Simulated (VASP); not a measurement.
Here is a VASP 6.6.1 calculation.

INCAR

```
SYSTEM = TaN
PREC = Accurate
ENCUT = 600
EDIFF = 1E-6
ISMEAR = 0
SIGMA = 0.1
LREAL = .False.
LASPH = .True.
NELM = 120
ALGO = Normal
ISIF = 2
LWAVE = .False.
LCHARG = .True.
GGA = PS
LELF = .True.
LVHAR = .True.
NBANDS = 33
GGA_COMPAT = .False.
```

Contents of KPOINTS:

```
regular mesh
0
Gamma
  6 6 9
  0 0 0
```

File POSCAR:

```
TaN
1.0
    5.2059241065      0.0000000000      0.0000000000
   -2.6029620532      4.5084625264      0.0000000000
    0.0000000000      0.0000000000      2.9168716308
Ta N
3 3
Direct
    0.0000000000      0.0000000000      0.0000000000
    0.3333333333      0.6666666667      0.5000000000
    0.6666666667      0.3333333333      0.5000000000
    0.5000000000      0.0000000000      0.0000000000
    0.0000000000      0.5000000000      0.0000000000
    0.5000000000      0.5000000000      0.0000000000
```

Potentials or basis: VASP PAW PBE potentials, release 64 (Ta_pv, N).

The run is started by

```bash
$ cat potpaw_PBE.64/Ta_pv/POTCAR potpaw_PBE.64/N/POTCAR > POTCAR
$ mpirun -np 1 vasp_std > vasp.out
```

Q: Estimate the pressure.

A: -1.1 GPa.

Q: What does it give for the band gap on the k mesh?

A: Zero (band 24 reaches 8.72 eV, above the bottom of band 25 at 6.68 eV).

Stress tensor (GPa, compression positive):
```
-1.26  0.00  0.00
 0.00 -1.26  0.00
 0.00  0.00 -0.92
```

Caveat: the PAW data sets were made with another functional, which shifts forces and pressure a little; spin-orbit coupling is left out, which moves the levels of the heavy elements.
